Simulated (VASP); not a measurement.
A run of VASP 6.6.1:

Contents of INCAR:

```
  PREC = Accurate
  ENCUT = 520
  EDIFF = 1E-6
  ISMEAR = 0
  SIGMA = 0.05
  LREAL = False
  LASPH = True
  NELM = 100
  ALGO = Normal
  ISIF = 2
  LWAVE = False
  LCHARG = False
  GGA = PE
  NBANDS = 16
```

Contents of KPOINTS:

```
Automatic mesh
0
Gamma
  8 8 8
```

File POSCAR:

```
GaP
1.0
    0.0000000000      2.9432700000      2.9432700000
    2.9432700000      0.0000000000      2.9432700000
    2.9432700000      2.9432700000      0.0000000000
Ga P
1 1
Direct
    0.0000000000      0.0000000000      0.0000000000
    0.7500000000      0.7500000000      0.7500000000
```

Potentials or basis: VASP PAW PBE potentials, release 64 (Ga_d, P).

Launch:

```sh
$ cat potpaw_PBE.64/Ga_d/POTCAR potpaw_PBE.64/P/POTCAR > POTCAR
$ mpirun -np 1 vasp_std > vasp.out
```

Hardware: 1 thread of AMD EPYC 7R13 Processor (Zen 3), with other jobs on the host.

**Question.** How long does it take, and how much memory?

**Answer.** Wall time 15 s on 1 thread of AMD EPYC 7R13 Processor (Zen 3), with other jobs on the host, peak memory 0.15 GiB. Counts: scf iterations 12, k points 29.
